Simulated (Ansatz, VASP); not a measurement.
One calculation of SrO, two programs

Contents of POSCAR:

```
SrO
1.0
    0.0000000000      2.4877901705      2.4877901705
    2.4877901705      0.0000000000      2.4877901705
    2.4877901705      2.4877901705      0.0000000000
Sr O
1 1
Direct
    0.0000000000      0.0000000000      0.0000000000
    0.5000000000      0.5000000000      0.5000000000
```

The input INCAR.step1:

```
SYSTEM = SrO
PREC     = Accurate       ! precision mode
ENCUT    = 520            ! plane-wave cutoff, eV
ISMEAR   = 0              ! smearing method
SIGMA    = 0.01           ! smearing width, eV
LREAL    = .FALSE.        ! projectors in reciprocal space
LASPH    = .TRUE.         ! aspherical terms in the spheres
NELM     = 60             ! most SCF steps
NBANDS   = 15             ! bands
GGA      = PE             ! functional
ALGO     = Normal         ! electronic algorithm
EDIFF    = 1E-4           ! SCF threshold, eV
LWAVE    = .TRUE.         ! write WAVECAR
LCHARG   = .FALSE.        ! write CHGCAR
```

File INCAR.step2:

```
SYSTEM = SrO
PREC     = Accurate       ! precision mode
ENCUT    = 520            ! plane-wave cutoff, eV
EDIFF    = 1E-7           ! SCF threshold, eV
ISMEAR   = 0              ! smearing method
SIGMA    = 0.01           ! smearing width, eV
LREAL    = .FALSE.        ! projectors in reciprocal space
LASPH    = .TRUE.         ! aspherical terms in the spheres
NELM     = 60             ! most SCF steps
ALGO     = Normal         ! electronic algorithm
ISIF     = 2              ! what is computed and relaxed
LWAVE    = .FALSE.        ! write WAVECAR
LCHARG   = .FALSE.        ! write CHGCAR
METAGGA  = R2SCAN         ! meta-GGA
LMIXTAU  = .TRUE.       
NBANDS   = 15             ! bands
ISTART   = 1
```

The input KPOINTS:

```
Automatic mesh
0
G
  8 8 8
  0 0 0
```

Input for Ansatz:

```yaml
crystal:
  lattice:
    - [0.0, 2.4877901705, 2.4877901705]
    - [2.4877901705, 0.0, 2.4877901705]
    - [2.4877901705, 2.4877901705, 0.0]
  atoms:
    - { symbol: Sr, position: [0.0, 0.0, 0.0] }
    - { symbol: O, position: [0.5, 0.5, 0.5] }
kpoints:
  mp_grid: { grid: [8, 8, 8] }
  band_path:
    path:
      - [0.0, 0.0, 0.0]
      - [0.5, 0.0, 0.5]
      - [0.625, 0.25, 0.625]
      - [0.375, 0.375, 0.75]
      - [0.5, 0.5, 0.5]
      - [0.5, 0.25, 0.75]
      - [0.0, 0.5, 0.5]
    npoints: 1
hamiltonian:
  xc: r2scan
scf:
  occupations: { method: fixed }
  n_extra_bands: 4
output:
  forces: true
  stress: true
  eigenvalues: true
```

Change from the starting cell: hydrostatic strain -3.6%.

Alike in both runs: task single point; functional r2SCAN; k mesh 8 × 8 × 8; no spin polarisation.

|  | VASP | Ansatz |
| --- | --- | --- |
| version | VASP 6.6.1 | Ansatz 0.2.0 |
| potentials or method | VASP PAW PBE potentials, release 64 (Sr_sv, O) | plane waves, PAW |
| plane-wave cutoff (eV) | 520 | 500 |
| occupations | gaussian, width 0.01 eV | fixed |
| valence electrons in the cell | 16 | 16 |

VASP gave:

```
gap on the k mesh at the Fermi level (eV) : 3.66
pressure (GPa)                            : 13.9
```

**Question.** Which values does Ansatz return?

**Answer.** gap on the k mesh at the Fermi level (eV): 3.72; pressure (GPa): 13.0.

VASP's potentials were made for PBE, not for r2SCAN.
